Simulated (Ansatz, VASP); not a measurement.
# Mo: VASP beside Ansatz

File INCAR:

```
  ALGO = Fast
  EDIFF = 1E-6
  EDIFFG = -0.01
  ENCUT = 600
  GGA = PE
  IBRION = 2
  ISIF = 3
  ISMEAR = 0
  LASPH = T
  LCHARG = F
  LREAL = F
  LWAVE = F
  NELM = 100
  NSW = 80
  PREC = Accurate
  SIGMA = 0.1
```

KPOINTS

```
k-points
0
Gamma
  18 18 8
```

POSCAR

```
Mo
1.0
    2.7481324007      0.0000000000      0.0000000000
   -1.3740662004      2.3799524720      0.0000000000
    0.0000000000      0.0000000000      4.9262818377
Mo
2
Direct
    0.3333333333      0.6666666667      0.2500000000
    0.6666666667      0.3333333333      0.7500000000
```

Input for Ansatz:

```yaml
crystal:
  lattice:
    - [2.7481324014, 0.0, 0.0]
    - [-1.3740662007, 2.3799524726, 0.0]
    - [0.0, 0.0, 4.9262818124]
  atoms:
    - { symbol: Mo, position: [0.3333333333, 0.6666666667, 0.25] }
    - { symbol: Mo, position: [0.6666666667, 0.3333333333, 0.75] }
basis:
  ecutwfc: 420
kpoints:
  mp_grid: { grid: [18, 18, 8] }
hamiltonian:
  xc: pbe
scf:
  occupations: { method: gaussian, width: 0.1 }
output:
  forces: true
  stress: true
  eigenvalues: true
relax:
  adjacent_minimum: "off"
  f_tol: 0.01
  max_steps: 60
  cell: { stress_tol: 0.1 }
```

Alike in both runs: task relaxation of cell and atoms; functional PBE; k mesh 18 × 18 × 8; occupations gaussian, width 0.1 eV; no spin polarisation.

|  | VASP | Ansatz |
| --- | --- | --- |
| version | VASP 6.6.1 | Ansatz 0.2.0 |
| potentials or method | VASP PAW PBE potentials, release 64 (Mo_sv), cutoff 600 eV | scalar-relativistic, plane waves, PAW |
| valence electrons in the cell | 28 | 28 |

Ansatz gave:

- gap on the k mesh at the Fermi level, each at its own relaxed structure (eV): none
- relaxed volume (Å³/atom): 16.12
- relaxed cell length with the largest relative difference (Å): 2.755

Question: What did VASP give for the same quantities?

Answer: gap on the k mesh at the Fermi level, each at its own relaxed structure (eV): none; relaxed volume (Å³/atom): 16.14; relaxed cell length with the largest relative difference (Å): 2.757.

A gap of «none» marks a metal or a gap that the smearing closes.
